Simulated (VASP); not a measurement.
Input of a VASP 6.6.1 run:

File INCAR:

```
PREC = Accurate
ENCUT = 520
EDIFF = 1E-6
ISMEAR = 0
SIGMA = 0.1
LREAL = Auto
LASPH = True
NELM = 100
ALGO = Normal
ISIF = 2
LWAVE = False
LCHARG = False
GGA = PS
NBANDS = 93
ISYM = 0
```

File KPOINTS:

```
Automatic mesh
0
Gamma
  2 2 2
  0.5 0.5 0.5
```

POSCAR

```
WS2
1.0
    6.3160015371      0.0000000000      0.0000000000
   -1.5790003843      0.9116362969      6.1633300000
   -1.5790003843     -8.2047266722      0.0000000000
W S
6 12
Direct
    0.1666666667      0.0000000000      0.6666666667
    0.6666666667      0.0000000000      0.6666666667
    0.3333333333      0.0000000000      0.3333333333
    0.0000000000      0.0000000000      0.0000000000
    0.8333333333      0.0000000000      0.3333333333
    0.5000000000      0.0000000000      0.0000000000
    0.7919166667      0.2509000000      0.9167666667
    0.2919166667      0.2509000000      0.9167666667
    0.9585833333      0.2509000000      0.5834333333
    0.6252500000      0.2509000000      0.2501000000
    0.4585833333      0.2509000000      0.5834333333
    0.1252500000      0.2509000000      0.2501000000
    0.6508333333      0.7430000000      0.8603333333
    0.1508333333      0.7430000000      0.8603333333
    0.8175000000      0.7430000000      0.5270000000
    0.4841666667      0.7430000000      0.1936666667
    0.3175000000      0.7430000000      0.5270000000
    0.9841666667      0.7430000000      0.1936666667
```

Potentials or basis: VASP PAW PBE potentials, release 64 (W_sv, S).

The run is started by

```console
$ cat potpaw_PBE.64/W_sv/POTCAR potpaw_PBE.64/S/POTCAR > POTCAR
$ mpirun -np 1 vasp_std > vasp.out
```

Task: Estimate the pressure.

Result: -0.3 GPa.

Task: Predict the largest force.

Result: 0.602 eV/Å.

Task: Predict the band gap on the k mesh.

Result: 1.65 eV.

Stress tensor (GPa, compression positive):
```
-0.67  0.04 -0.02
 0.04 -0.75  0.01
-0.02  0.01  0.37
```

Caveat: the PAW data sets were made with another functional, which shifts forces and pressure a little; spin-orbit coupling is left out, which moves the levels of the heavy elements; this functional lacks dispersion, which binds the layers, so the pressure and a relaxed spacing across them are unreliable. A k mesh can miss the band edges.
